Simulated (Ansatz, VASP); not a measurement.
**C in VASP and in Ansatz**

INCAR

```
SYSTEM = C
ALGO = Normal ; EDIFF = 1E-6
ENCUT = 520 ; GGA = PS
ISIF = 2 ; ISMEAR = 0
LASPH = .TRUE. ; LCHARG = .FALSE.
LREAL = .FALSE. ; LWAVE = .FALSE.
NBANDS = 31 ; NELM = 60
PREC = Accurate ; SIGMA = 0.05
```

File KPOINTS:

```
k-points
0
G
  11 7 3
  0 0 0
```

POSCAR

```
C
1.0
   -2.1294220588     -1.2294315772      0.0088643343
    1.3950280734      0.0000000000     -3.6324024213
    5.8008578210     -8.8109263031      0.5802847896
C
10
Direct
    0.8222021784      0.1110711175      0.0666694635
    0.3888688450      0.1444044509      0.2666694635
   -0.0444644883      0.1777377842      0.4666694635
    0.5222021783      0.2110711176      0.6666694635
    0.0888688450      0.2444044509      0.8666694635
    0.6111311550     -0.7444044509      0.9333305365
    0.3444644883      0.1222622158      0.1333305365
    0.9111311550      0.1555955491      0.3333305365
    0.4777978217      0.1889288825      0.5333305365
    0.0444644883      0.2222622158      0.7333305365
```

Input for Ansatz:

```yaml
crystal:
  lattice:
    - [-2.1294220588, -1.2294315772, 0.0088643343]
    - [1.3950280734, 0.0, -3.6324024213]
    - [5.800857821, -8.8109263031, 0.5802847896]
  atoms:
    - { symbol: C, position: [0.8222021784, 0.1110711175, 0.0666694635] }
    - { symbol: C, position: [0.388868845, 0.1444044509, 0.2666694635] }
    - { symbol: C, position: [-0.0444644883, 0.1777377842, 0.4666694635] }
    - { symbol: C, position: [0.5222021783, 0.2110711176, 0.6666694635] }
    - { symbol: C, position: [0.088868845, 0.2444044509, 0.8666694635] }
    - { symbol: C, position: [0.611131155, -0.7444044509, 0.9333305365] }
    - { symbol: C, position: [0.3444644883, 0.1222622158, 0.1333305365] }
    - { symbol: C, position: [0.911131155, 0.1555955491, 0.3333305365] }
    - { symbol: C, position: [0.4777978217, 0.1889288825, 0.5333305365] }
    - { symbol: C, position: [0.0444644883, 0.2222622158, 0.7333305365] }
basis:
  ecutwfc: 420
kpoints:
  mp_grid: { grid: [11, 7, 3] }
hamiltonian:
  xc: pbesol
scf:
  occupations: { method: gaussian, width: 0.05 }
output:
  forces: true
  stress: true
  eigenvalues: true
  write_density: true
  write_potential: true
  elf: true
  volumetric_format: npy
```

Alike in both runs: task single point; functional PBEsol; k mesh 11 × 7 × 3; occupations gaussian, width 0.05 eV; no spin polarisation.

|  | VASP | Ansatz |
| --- | --- | --- |
| version | VASP 6.6.1 | Ansatz 0.2.0 |
| potentials or method | VASP PAW PBE potentials, release 64 (C), cutoff 520 eV | scalar-relativistic, plane waves, PAW |
| valence electrons in the cell | 40 | 40 |

|  | VASP | Ansatz | Ansatz less VASP |
| --- | --- | --- | --- |
| gap on the k mesh at the Fermi level (eV) | 0.22 | 0.22 | -0.001 |
| least direct gap on the mesh (eV) | 0.22 | 0.22 | -0.001 |
| pressure (GPa) | 1.3 | 0.7 | -0.61 |
| traceless stress, the component that is largest in VASP (GPa) | 14.74 | 14.37 | -0.370 |
| rms of the force components (eV/Å) | 1.738 | 1.742 | +0.0048 |

VASP's potentials were made for PBE, not for PBEsol. Atom by atom the forces differ by 0.009 eV/Å (rms over components).
